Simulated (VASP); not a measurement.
Set up this calculation in VASP 6.6.1, as the native input.

* Task: single point
* Functional: PBE
* Potentials or basis: VASP PAW PBE potentials, release 64 (W_sv, C)
* Cutoff: 520 eV
* k mesh: 9 × 9 × 9
* Occupations: fermi-dirac, width 0.1 eV
* Spin: non-collinear spin, zero start, spin-orbit coupling
* Starting moments: [[0.0, 0.0, 0.0], [0.0, 0.0, 0.0]] μB
* Dipole correction: no
* Further INCAR settings: ALGO = Normal; EDIFF = 1e-06; NBANDS = 30

The structure of WC lies in POSCAR:

```
WC
1.0
    0.0000000000      2.1926840000      2.1926840000
    2.1926840000      0.0000000000      2.1926840000
    2.1926840000      2.1926840000      0.0000000000
W C
1 1
Direct
    0.0000000000      0.0000000000      0.0000000000
    0.5000000000      0.5000000000      0.5000000000
```

One way to write it, as run:

INCAR

```
PREC = Accurate ; ENCUT = 520
EDIFF = 1E-6 ; ISMEAR = -1
SIGMA = 0.1 ; LREAL = False
LASPH = True ; NELM = 150
ALGO = Normal ; ISIF = 2
LWAVE = False ; LCHARG = False
MAGMOM = 0 0 0 0 0 0 ; LORBIT = 11
LSORBIT = True ; GGA_COMPAT = False
LORBMOM = True ; LMAXMIX = 4
GGA = PE ; NBANDS = 30
```

KPOINTS

```
Automatic mesh
0
Gamma
  9 9 9
```

Potentials or basis: VASP PAW PBE potentials, release 64 (W_sv, C).

Run with:

```bash
$ cat potpaw_PBE.64/W_sv/POTCAR potpaw_PBE.64/C/POTCAR > POTCAR
$ mpirun -np 1 vasp_ncl > vasp.out
```

Results of the run:

* Pressure: 0.9 GPa
* Net moment: 0.00 μB per cell
* Valence electrons inside the program's atomic spheres: W 12.06; C 2.44

Wall time 86 s on 1 thread of Intel Xeon 8259CL, on a shared host, peak memory 0.22 GiB.
